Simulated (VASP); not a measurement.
Write the native input for VASP 6.6.1 that does the following.

```yaml
Task: single point
Functional: PBE
Potentials_or_basis: VASP PAW PBE potentials, release 64 (B, N)
Cutoff: 520 eV
k_mesh: 12 × 12 × 6
Occupations: gaussian, width 0.05 eV
Spin: no spin polarisation
Dipole_correction: no
Further_INCAR_settings: ALGO = Normal; EDIFF = 1e-06; NBANDS = 16
```

The structure of BN lies in POSCAR:

```
BN
1.0
    2.5539396017      0.0000000000      0.0000000000
   -1.2769698009      2.2117765748      0.0000000000
    0.0000000000      0.0000000000      4.2268550000
B N
2 2
Direct
    0.6395391527      0.2790783053      0.9997240000
    0.3062058193      0.6124116387      0.4997240000
    0.6876025149      0.3752050298      0.6252760000
    0.3542691816      0.7085383632      0.1252760000
```

This cell differs from its parent crystal: mode 10 (1039.8 1/cm) frozen in, largest displacement -0.120 Å.

The input as run:

INCAR

```
PREC = Accurate ; ENCUT = 520
EDIFF = 1E-6 ; ISMEAR = 0
SIGMA = 0.05 ; LREAL = False
LASPH = True ; NELM = 100
ALGO = Normal ; ISIF = 2
LWAVE = False ; LCHARG = True
GGA = PE ; LELF = True
LVHAR = True ; NBANDS = 16
```

KPOINTS

```
Automatic mesh
0
Gamma
  12 12 6
```

Potentials or basis: VASP PAW PBE potentials, release 64 (B, N).

Run with:

```bash
$ cat potpaw_PBE.64/B/POTCAR potpaw_PBE.64/N/POTCAR > POTCAR
$ mpirun -np 1 vasp_std > vasp.out
```

It gave:

```
Pressure               : 13.5 GPa
Largest force          : 6.969 eV/Å
Band gap on the k mesh : 3.90 eV, indirect (least direct gap 6.60 eV)
```

Caveat: the cell differs from its parent crystal (mode 10 (1039.8 1/cm) frozen in, largest displacement -0.120 Å); forces of over 1 eV/Å act on the atoms, so gaps and moduli don't describe the material at rest.

It took 54 s on 1 thread of Intel(R) Xeon(R) Platinum 8488C (Sapphire Rapids) (shared host), peak memory 0.19 GiB.
